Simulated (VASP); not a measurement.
Input of a VASP 6.6.1 run:

The input INCAR:

```
ALGO     = Normal         # electronic algorithm
EDIFF    = 1E-6           # SCF threshold, eV
ENCUT    = 600            # plane-wave cutoff, eV
GGA      = PE             # functional
GGA_COMPAT= F            
ISIF     = 2              # what is computed and relaxed
ISMEAR   = 0              # smearing method
LASPH    = T              # aspherical terms in the spheres
LCHARG   = F              # write CHGCAR
LREAL    = F              # projectors in reciprocal space
LWAVE    = F              # write WAVECAR
NBANDS   = 13             # bands
NELM     = 120            # most SCF steps
PREC     = Accurate       # precision mode
SIGMA    = 0.1            # smearing width, eV
```

File KPOINTS:

```
k-points
0
Gamma
  18 18 18
```

POSCAR

```
TeO
1.0
    0.0000000000      2.7600786094      2.7600786094
    2.7600786094      0.0000000000      2.7600786094
    2.7600786094      2.7600786094      0.0000000000
Te O
1 1
Direct
    0.0000000000      0.0000000000      0.0000000000
    0.7500000000      0.7500000000      0.7500000000
```

Potentials or basis: VASP PAW PBE potentials, release 64 (Te, O).

Command:

```console
$ cat potpaw_PBE.64/Te/POTCAR potpaw_PBE.64/O/POTCAR > POTCAR
$ mpirun -np 1 vasp_std > vasp.out
```

Task: What does it give for the pressure?

Result: -0.4 GPa.

Task: Predict the band gap on the k mesh.

Result: Zero (bands 6 and 7 overlap by 0.51 eV).

Caveat: spin-orbit coupling is left out, which moves the levels of the heavy elements.
